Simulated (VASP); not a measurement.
CdSb2C:

```
Cd Sb C
1.0
    -3.07221    3.07221    5.14838
     3.07221   -3.07221    5.14838
     3.07221    3.07221   -5.14838
Cd Sb C
2 4 2
Direct
  0.00000 0.00000 0.00000
  0.75000 0.25000 0.50000
  0.37500 0.45248 0.57748
  0.20248 0.62500 0.07748
  0.87500 0.79752 0.42252
  0.54752 0.12500 0.92252
  0.50000 0.50000 0.00000
  0.25000 0.75000 0.50000
```

| Item | Value |
| --- | --- |
| Program | VASP 6.6.1 |
| Task | relaxation of cell and atoms |
| Functional | r2SCAN |
| Potentials or basis | VASP PAW PBE potentials, release 64 (Cd, Sb, C) |
| Cutoff | 660 eV |
| k mesh | 6 × 6 × 6 |
| Occupations | fermi-dirac, width 0.02 eV |
| Spin | no spin polarisation |

At the start: pressure -1.4 GPa; volume 24.30 Å³/atom.

Task: Where does the relaxation end?

Result: Over 10 steps the energy falls by 2.5 meV/atom and the volume is 23.80 Å³/atom (-2.0 %); space group I-42d (No. 122, to 0.05 Å).

The path:
```
step  energy change (eV)  largest force (eV/Å)  pressure (GPa)  volume (Å³)
   1              0.0000                0.0695           -1.37       194.37
   2             -0.0152                0.0890            0.65       188.60
   3             -0.0184                0.0832            0.04       190.26
   4             -0.0194                0.0418            0.03       190.24
   5             -0.0198                0.0003            0.02       190.23
   6             -0.0198                0.0029            0.02       190.23
   7             -0.0198                0.0024           -0.01       190.30
   8             -0.0199                0.0013           -0.06       190.51
   9             -0.0200                0.0004           -0.03       190.43
  10             -0.0200                0.0013           -0.02       190.39
```

Final structure:
```yaml
crystal:
  lattice:
    - [-3.04380, 3.04380, 5.13749]
    - [3.04380, -3.04380, 5.13749]
    - [3.04380, 3.04380, -5.13749]
  atoms:
    - { symbol: Cd, position: [0.00000, 0.00000, 0.00000] }
    - { symbol: Cd, position: [0.75000, 0.25000, 0.50000] }
    - { symbol: Sb, position: [0.37500, 0.45074, 0.57574] }
    - { symbol: Sb, position: [0.20074, 0.62500, 0.07574] }
    - { symbol: Sb, position: [0.87500, 0.79926, 0.42426] }
    - { symbol: Sb, position: [0.54926, 0.12500, 0.92426] }
    - { symbol: C, position: [0.50000, 0.50000, 0.00000] }
    - { symbol: C, position: [0.25000, 0.75000, 0.50000] }
```

Caveat: the PAW data sets were made with another functional, which shifts forces and pressure a little.
